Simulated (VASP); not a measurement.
# MgCu3H6Cl2O6 (Haydeeite) (P-3m1) in VASP: electric field gradients with PBE+U

Aim: the electric field gradients of MgCu3H6Cl2O6 (Haydeeite) with PBE+U.

Program: VASP 6.6.1. These are calculated values, not measurements. Logs are shortened: lines on timing, memory, paths and dates and some standing lists are left out, and cuts for length are marked.

## 1. The cell of the first run

The structure is trigonal, space group P-3m1 (No. 164). Conventional cell: a = 6.273 Å, b = 6.273 Å, c = 5.747 Å, α = 90.00°, β = 90.00°, γ = 120.00°. Mg (site symmetry -3m) has 6 O at 2.11 Å within 2.8 Å. Within 2.6 Å of Cu (site symmetry 2/m) lie 4 O at 1.99 Å and 4 H at 2.48 Å. Within 1.3 Å of H (site symmetry m) lie 1 O at 0.99 Å. Cl (site symmetry 3m) has 3 H at 2.22 Å and 3 Cu at 2.84 Å within 2.9 Å. Within 1.3 Å of O (site symmetry m) lie 1 H at 0.99 Å.

## 2. Electric field gradients, PBE+U, collinear spin, ferrimagnetic start

Contents of INCAR:

```
PREC = Accurate ; ENCUT = 520
EDIFF = 1E-8 ; ISMEAR = -1
SIGMA = 0.02 ; LREAL = Auto
LASPH = T ; NELM = 150
ALGO = Normal ; ISIF = 2
LWAVE = F ; LCHARG = F
ISPIN = 2 ; MAGMOM = 0 1 1 -1 0 0 0 0 0 0 0 0 0 0 0 0 0 0
LORBIT = 11 ; LMAXMIX = 4
LDAU = T ; LDAUTYPE = 2
LDAUL = -1 2 -1 -1 -1 ; LDAUU = 0 6 0 0 0
LDAUJ = 0 0 0 0 0 ; LDAUPRINT = 1
GGA = PE ; LEFG = T
NBANDS = 64 ; KPAR = 4
```

Contents of KPOINTS:

```
Automatic mesh
0
Gamma
  4 4 4
```

Contents of POSCAR:

```
MgCu3H6Cl2O6
1.0
    6.2733000000      0.0000000000      0.0000000000
   -3.1366500000      5.4328371656      0.0000000000
    0.0000000000      0.0000000000      5.7472000000
Mg Cu H Cl O
1 3 6 2 6
Direct
    0.0000000000      0.0000000000      0.0000000000
    0.5000000000      0.0000000000      0.0000000000
    0.0000000000      0.5000000000      0.0000000000
    0.5000000000      0.5000000000      0.0000000000
    0.2018986274      0.7981013726      0.3225105470
    0.2018986274      0.4037972547      0.3225105470
    0.5962027453      0.7981013726      0.3225105470
    0.7981013726      0.2018986274      0.6774894530
    0.4037972547      0.2018986274      0.6774894530
    0.7981013726      0.5962027453      0.6774894530
    0.6666666667      0.3333333333      0.3815887095
    0.3333333333      0.6666666667      0.6184112905
    0.6498556463      0.8249278231      0.1586450397
    0.1750721769      0.8249278231      0.1586450397
    0.1750721769      0.3501443537      0.1586450397
    0.8249278231      0.6498556463      0.8413549603
    0.8249278231      0.1750721769      0.8413549603
    0.3501443537      0.1750721769      0.8413549603
```

Potentials or basis: VASP PAW PBE potentials, release 64 (Mg, Cu, H, Cl, O).

The run is started by

```
$ cat potpaw_PBE.64/Mg/POTCAR potpaw_PBE.64/Cu/POTCAR potpaw_PBE.64/H/POTCAR potpaw_PBE.64/Cl/POTCAR potpaw_PBE.64/O/POTCAR > POTCAR
$ mpirun -np 4 vasp_std > vasp.out
```

OUTCAR:

```text
PREC = Accurate
   ENCUT = 520
   EDIFF = 1E-8
   ISMEAR = -1
   LREAL = Auto
   LASPH = T
   NELM = 150
   ISIF = 2
   ISPIN = 2
   LORBIT = 11
   GGA = PE

 ion  position               nearest neighbor table
   1  0.000  0.000  0.000-  13 2.11  18 2.11  16 2.11  15 2.11  17 2.11  14 2.11   2 3.14   2 3.14
                             4 3.14   3 3.14   3 3.14   4 3.14
   2  0.500  0.000  0.000-  14 1.99  17 1.99  13 1.99  18 1.99   1 3.14   1 3.14
   3  0.000  0.500  0.000-  14 1.99  17 1.99  16 1.99  15 1.99   1 3.14   1 3.14
   4  0.500  0.500  0.000-  15 1.99  16 1.99  13 1.99  18 1.99   1 3.14   1 3.14
   5  0.202  0.798  0.323-  14 0.99
   6  0.202  0.404  0.323-  15 0.99
   7  0.596  0.798  0.323-  13 0.99
   8  0.798  0.202  0.677-  17 0.99
   9  0.404  0.202  0.677-  18 0.99
  10  0.798  0.596  0.677-  16 0.99
  11  0.667  0.333  0.382-
  12  0.333  0.667  0.618-
  13  0.650  0.825  0.159-   7 0.99   4 1.99   2 1.99   1 2.11
  14  0.175  0.825  0.159-   5 0.99   2 1.99   3 1.99   1 2.11
  15  0.175  0.350  0.159-   6 0.99   4 1.99   3 1.99   1 2.11
  16  0.825  0.650  0.841-  10 0.99   4 1.99   3 1.99   1 2.11
  17  0.825  0.175  0.841-   8 0.99   2 1.99   3 1.99   1 2.11
  18  0.350  0.175  0.841-   9 0.99   4 1.99   2 1.99   1 2.11

  LATTYP: Found a hexagonal cell.
 ALAT       =     6.2733000000
 C/A-ratio  =     0.9161366426

  Lattice vectors:

 A1 = (   6.2733000000,   0.0000000000,   0.0000000000)
 A2 = (  -3.1366500000,   5.4328371656,   0.0000000000)
 A3 = (   0.0000000000,   0.0000000000,   5.7472000000)

Analysis of symmetry for initial positions (statically):
=====================================================================
 Subroutine PRICEL returns:
 Original cell was already a primitive cell.

 Routine SETGRP: Setting up the symmetry group for a
 hexagonal supercell.

 Subroutine GETGRP returns: Found 12 space group operations
 (whereof 12 operations were pure point group operations)
 out of a pool of 24 trial point group operations.

The static configuration has the point symmetry D_3d.

Analysis of symmetry for dynamics (positions and initial velocities):
=====================================================================
 Subroutine PRICEL returns:
 Original cell was already a primitive cell.

 Routine SETGRP: Setting up the symmetry group for a
 hexagonal supercell.

 Subroutine GETGRP returns: Found 12 space group operations
 (whereof 12 operations were pure point group operations)
 out of a pool of 24 trial point group operations.

The dynamic configuration has the point symmetry D_3d.

Analysis of structural, dynamic, and magnetic symmetry:
=====================================================================
 Subroutine PRICEL returns:
 Original cell was already a primitive cell.

 Routine SETGRP: Setting up the symmetry group for a
 hexagonal supercell.

 Subroutine GETGRP returns: Found  4 space group operations
 (whereof  4 operations were pure point group operations)
 out of a pool of 24 trial point group operations.

The overall configuration has the point symmetry C_2h.

 Subroutine INISYM returns: Found  4 space group operations
 (whereof  4 operations are pure point group operations),
 and found     1 'primitive' translations

----------------------------------------------------------------------------------------

                                     Primitive cell

  volume of cell :     195.8750

  direct lattice vectors                    reciprocal lattice vectors
     6.273300000  0.000000000  0.000000000     0.159405735  0.092032944  0.000000000
    -3.136650000  5.432837166  0.000000000     0.000000000  0.184065889  0.000000000
     0.000000000  0.000000000  5.747200000     0.000000000  0.000000000  0.173997773

  length of vectors
     6.273300000  6.273300000  5.747200000     0.184065889  0.184065889  0.173997773

  position of ions in fractional coordinates (direct lattice)
[... 244 lines left out ...]
  o =  0.9741  v = -0.3592 -0.6025 -0.0000 -0.3479 -0.6221  0.0000  0.0000  0.0000  0.0000  0.0000      0.0000  0.0000  0.0000  0.0000  0.0000  0.0000  0.0000  0.0000  0.0000  0.0000
  o =  0.9770  v = -0.1632 -0.3621  0.6634  0.6272  0.0942  0.0000  0.0000  0.0000  0.0000  0.0000      0.0000  0.0000  0.0000  0.0000  0.0000  0.0000  0.0000  0.0000  0.0000  0.0000
  o =  0.9789  v =  0.0000  0.0000  0.0000  0.0000  0.0000  0.4101 -0.4361  0.1221  0.7554 -0.2368      0.0000  0.0000  0.0000  0.0000  0.0000  0.0000  0.0000  0.0000  0.0000  0.0000
  o =  0.9789  v =  0.7503 -0.2204 -0.2350  0.3817 -0.4332  0.0000  0.0000  0.0000  0.0000  0.0000      0.0000  0.0000  0.0000  0.0000  0.0000  0.0000  0.0000  0.0000  0.0000  0.0000
  o =  0.9799  v =  0.0000  0.0000  0.0000  0.0000  0.0000  0.6540  0.1654 -0.5660 -0.2865 -0.3776      0.0000  0.0000  0.0000  0.0000  0.0000  0.0000  0.0000  0.0000  0.0000  0.0000
  o =  1.0283  v =  0.0000  0.0000  0.0000  0.0000  0.0000 -0.3647  0.5924 -0.0000  0.3420 -0.6317      0.0000  0.0000  0.0000  0.0000  0.0000  0.0000  0.0000  0.0000  0.0000  0.0000

 number of electron      90.9999933 magnetization       0.9999999

 Free energy of the ion-electron system (eV)
  ---------------------------------------------------
  ext. energy  EPLUGINS =         0.00000000
  ---------------------------------------------------
  free energy    TOTEN  =       -81.13532201 eV

  energy without entropy =      -81.13532201  energy(sigma->0) =      -81.13532201

 E-fermi :   1.2315     XC(G=0):  -9.3936

 val. band max:        0.8393525520   @ k =   0.0000   0.0000   0.0000
 cond. band min:       3.1744960913   @ k =   0.5000   0.5000   0.0000
 fundamental gap:      2.3351435392
 Fermi energy:         1.2314885694

 spin component 1

 k-point     1 :       0.0000    0.0000    0.0000
  band No.  band energies     occupation
      1     -18.0315      1.00000
      2     -17.4358      1.00000
      3     -17.3624      1.00000
      4     -17.3429      1.00000
      5     -17.3232      1.00000
      6     -17.2388      1.00000
[... 1429 lines left out ...]
     56      10.0788      0.00000
     57      10.8759      0.00000
 Fermi energy:         1.2314885694

 spin component 2

 k-point     1 :       0.0000    0.0000    0.0000
  band No.  band energies     occupation
      1     -17.9685      1.00000
      2     -17.3428      1.00000
      3     -17.3264      1.00000
      4     -17.2677      1.00000
      5     -17.2372      1.00000
      6     -17.1411      1.00000
[... 1429 lines left out ...]
     56      10.0993      0.00000
     57      10.9049      0.00000
 [bands above 57 left out]

------------------------ aborting loop because EDIFF is reached ----------------------------------------

  FORCE on cell =-STRESS in cart. coord.  units (eV):
  Direction    XX          YY          ZZ          XY          YZ          ZX
  --------------------------------------------------------------------------------------
  -------------------------------------------------------------------------------------
  Total        0.2744505      0.2439202      0.0691198     -0.0264400      0.0050652     -0.0087762
  in kB        2.2448928      1.9951672      0.5653713     -0.2162687      0.0414313     -0.0717856
  external PRESSURE =       1.6018104 kB  Pullay stress =       0.0000000 kB

 VOLUME and BASIS-vectors are now :
 -----------------------------------------------------------------------------
  energy-cutoff  :      520.00
  volume of cell :      195.88
      direct lattice vectors                 reciprocal lattice vectors
     6.273300000  0.000000000  0.000000000     0.159405735  0.092032944  0.000000000
    -3.136650000  5.432837166  0.000000000     0.000000000  0.184065889  0.000000000
     0.000000000  0.000000000  5.747200000     0.000000000  0.000000000  0.173997773

 POSITION                                       TOTAL-FORCE (eV/Angst)
 -----------------------------------------------------------------------------------
      0.00000      0.00000      0.00000        -0.000000      0.000000     -0.000000
      3.13665      0.00000      0.00000        -0.000000      0.000000     -0.000000
     -1.56832      2.71642      0.00000        -0.000000      0.000000     -0.000000
      1.56832      2.71642      0.00000        -0.000000      0.000000     -0.000000
     -1.23679      4.33595      1.85353        -0.035085      0.020256     -0.013169
      0.00000      2.19376      1.85353         0.001138     -0.047152     -0.008984
[... 10 lines left out ...]
      4.62588      0.95114      4.83544        -0.121868      0.070360      0.118834
      1.64742      0.95114      4.83544         0.138082      0.078740      0.130330
 -----------------------------------------------------------------------------------
    total drift:                               -0.000000      0.000000      0.000000

  FREE ENERGIE OF THE ION-ELECTRON SYSTEM (eV)
  ---------------------------------------------------
  free  energy   TOTEN  =       -81.1353220112 eV

  energy  without entropy=      -81.1353220111  energy(sigma->0) =      -81.13532201

 Electric field gradients (V/A^2)
---------------------------------------------------------------------
 ion       V_xx      V_yy      V_zz      V_xy      V_xz      V_yz
---------------------------------------------------------------------
   1      -5.188    -5.211    10.399    -0.020     0.035    -0.020
   2      80.879   -46.978   -33.902     2.424     1.391  -138.304
   3     -17.112    51.014   -33.902   -54.152   120.470    67.948
   4     -17.773    47.969   -30.196    56.934  -119.901    69.225
   5     -14.695   -16.776    31.471    -1.802    12.612    -7.281
   6     -17.789   -13.688    31.476     0.002     0.001    14.572
[... 10 lines left out ...]
  17     -49.099   -35.907    85.006    11.425    19.612   -11.323
  18     -49.688   -34.400    84.088   -13.152   -20.660   -11.823
---------------------------------------------------------------------

 Electric field gradients after diagonalization (V/A^2)
 (convention: |V_zz| > |V_xx| > |V_yy|)
----------------------------------------------------------------------
 ion       V_xx      V_yy      V_zz     asymmetry (V_yy - V_xx)/ V_zz
----------------------------------------------------------------------
   1      -5.222    -5.177    10.399       0.004
   2      98.045    80.882  -178.927       0.096
   3      98.045    80.882  -178.927       0.096
   4      98.407    80.839  -179.246       0.098
   5     -17.947   -17.816    35.763       0.004
   6     -17.981   -17.789    35.770       0.005
[... 10 lines left out ...]
  17     -59.251   -29.310    88.561       0.338
  18     -61.157   -26.832    87.989       0.390
----------------------------------------------------------------------

           NMR quadrupolar parameters

 Cq : quadrupolar parameter    Cq=e*Q*V_zz/h
 eta: asymmetry parameters     (V_yy - V_xx)/ V_zz
 Q  : nuclear electric quadrupole moment in mb (millibarn)
----------------------------------------------------------------------
 ion       Cq(MHz)       eta       Q (mb)
----------------------------------------------------------------------
   1       0.025       0.004       1.000
   2      -0.433       0.096       1.000
   3      -0.433       0.096       1.000
   4      -0.433       0.098       1.000
   5       0.086       0.004       1.000
   6       0.086       0.005       1.000
[... 10 lines left out ...]
  17       0.214       0.338       1.000
  18       0.213       0.390       1.000
----------------------------------------------------------------------

 total charge

# of ion       s       p       d       tot
------------------------------------------
    1        0.126   0.143   0.061   0.330
    2        0.344   0.361   9.121   9.827
    3        0.344   0.361   9.121   9.827
    4        0.344   0.361   9.121   9.827
    5        0.593   0.122   0.000   0.715
    6        0.593   0.122   0.000   0.715
[... 10 lines left out ...]
   17        1.551   3.577   0.000   5.128
   18        1.551   3.577   0.000   5.128
--------------------------------------------------
tot         17.218  30.511  27.424  75.154

 magnetization (x)

# of ion       s       p       d       tot
------------------------------------------
    1       -0.000   0.000  -0.000  -0.000
    2       -0.002  -0.001   0.731   0.727
    3       -0.002  -0.001   0.731   0.727
    4        0.002   0.002  -0.728  -0.725
    5       -0.001   0.002   0.000   0.000
    6        0.000  -0.000   0.000   0.000
[... 10 lines left out ...]
   17        0.008   0.109   0.000   0.117
   18        0.000   0.000   0.000   0.000
--------------------------------------------------
tot          0.010   0.225   0.733   0.969
```

Run time: 8.6 min. Hardware: 4 MPI ranks of Intel Xeon Platinum 8488C (Sapphire Rapids), shared host; peak memory 0.67 GiB.

Results:

```yaml
Free_energy: -81.1353 eV
Pressure: 0.2 GPa
Largest_force: 0.241 eV/Å
Band_gap_on_the_k_mesh: 2.34 eV, indirect (least direct gap 2.41 eV)
Net_moment: 1.00 μB per cell
Site_moments: Mg -0.00; Cu +0.73, -0.72; H +0.00; Cl +0.00; O +0.00, +0.12 μB
Valence_electrons_inside_the_program's_atomic_spheres: Mg 0.33; Cu 9.83; H 0.71; Cl 5.14; O 5.13
```

Forces on the atoms (eV/Å):
```
Mg   0.000  0.000  0.000
Cu   0.000  0.000  0.000
Cu   0.000  0.000  0.000
Cu   0.000  0.000  0.000
H   -0.035  0.020 -0.013
H    0.001 -0.047 -0.009
H    0.041  0.023 -0.009
H    0.035 -0.020  0.013
H   -0.041 -0.023  0.009
H   -0.001  0.047  0.009
Cl   0.000  0.000 -0.241
Cl   0.000  0.000  0.241
O   -0.138 -0.079 -0.130
O    0.122 -0.070 -0.119
O   -0.001  0.159 -0.130
O    0.001 -0.159  0.130
O   -0.122  0.070  0.119
O    0.138  0.079  0.130
```

Levels at points of the mesh, in eV from the valence-band top:
Spin up:
| k point | band 43 | band 44 | band 45 | band 46 | band 47 | band 48 | band 49 | band 50 |
| --- | --- | --- | --- | --- | --- | --- | --- | --- |
| (0.00, 0.00, 0.00) | -0.46 | -0.45 | -0.16 | 0.00 | 2.73 | 4.06 | 7.02 | 7.66 |
| (0.50, 0.00, 0.00) | -0.57 | -0.45 | -0.33 | -0.32 | 2.52 | 5.98 | 6.11 | 7.32 |
| (0.50, 0.50, 0.00) | -0.61 | -0.48 | -0.46 | -0.07 | 2.64 | 5.94 | 6.13 | 7.36 |
| (0.00, 0.00, 0.50) | -0.40 | -0.29 | -0.24 | -0.07 | 2.70 | 6.00 | 6.17 | 7.35 |
| (0.50, 0.00, 0.50) | -0.64 | -0.48 | -0.24 | -0.19 | 2.53 | 6.67 | 6.70 | 7.28 |
| (0.50, 0.50, 0.50) | -0.65 | -0.63 | -0.38 | -0.13 | 2.68 | 6.66 | 6.72 | 7.24 |
Spin down:
```
           k point  band 41  band 42  band 43  band 44  band 45  band 46  band 47  band 48  band 49  band 50
(0.00, 0.00, 0.00)    -0.57    -0.52    -0.44    -0.43    -0.06     2.61     2.87     4.09     7.02     7.67
(0.50, 0.00, 0.00)    -1.05    -0.60    -0.46    -0.44    -0.31     2.53     2.65     5.99     6.15     7.38
(0.50, 0.50, 0.00)    -0.74    -0.71    -0.55    -0.36    -0.29     2.34     2.71     6.04     6.13     7.34
(0.00, 0.00, 0.50)    -0.81    -0.76    -0.26    -0.23    -0.19     2.56     2.84     6.01     6.20     7.35
(0.50, 0.00, 0.50)    -0.81    -0.64    -0.63    -0.46    -0.17     2.53     2.69     6.71     6.74     7.29
(0.50, 0.50, 0.50)    -0.82    -0.74    -0.46    -0.26    -0.21     2.37     2.68     6.68     6.74     7.33
```

Electric field gradients, principal values (V/Å²):
```
 atom    least   middle  greatest (by size)
 1 Mg   -5.177   -5.222              10.399
 2 Cu   80.882   98.045            -178.927
 3 Cu   80.882   98.045            -178.927
 4 Cu   80.839   98.407            -179.246
  5 H  -17.816  -17.947              35.763
  6 H  -17.789  -17.981              35.770
  7 H  -17.789  -17.981              35.770
  8 H  -17.816  -17.947              35.763
  9 H  -17.789  -17.981              35.770
 10 H  -17.789  -17.981              35.770
11 Cl  -23.058  -23.429              46.487
12 Cl  -23.058  -23.429              46.487
 13 O  -26.832  -61.157              87.989
 14 O  -29.310  -59.251              88.561
 15 O  -26.832  -61.157              87.989
 16 O  -26.832  -61.157              87.989
 17 O  -29.310  -59.251              88.561
 18 O  -26.832  -61.157              87.989
```

Eigenvalues of the final occupation matrices:
| site | spin | trace | eigenvalues |
| --- | --- | --- | --- |
| site 2 d | 1 | 4.94 | 0.97 0.97 0.98 0.98 1.03 |
| site 2 d | 2 | 4.21 | 0.30 0.97 0.97 0.98 0.98 |
| site 3 d | 1 | 4.94 | 0.97 0.97 0.98 0.98 1.03 |
| site 3 d | 2 | 4.21 | 0.30 0.97 0.97 0.98 0.98 |
| site 4 d | 1 | 4.21 | 0.30 0.97 0.97 0.98 0.98 |
| site 4 d | 2 | 4.93 | 0.97 0.97 0.98 0.98 1.03 |

Caveat: without QUAD_EFG the Cq values of the log hold for a quadrupole moment of 1 mb, not for the nuclei.
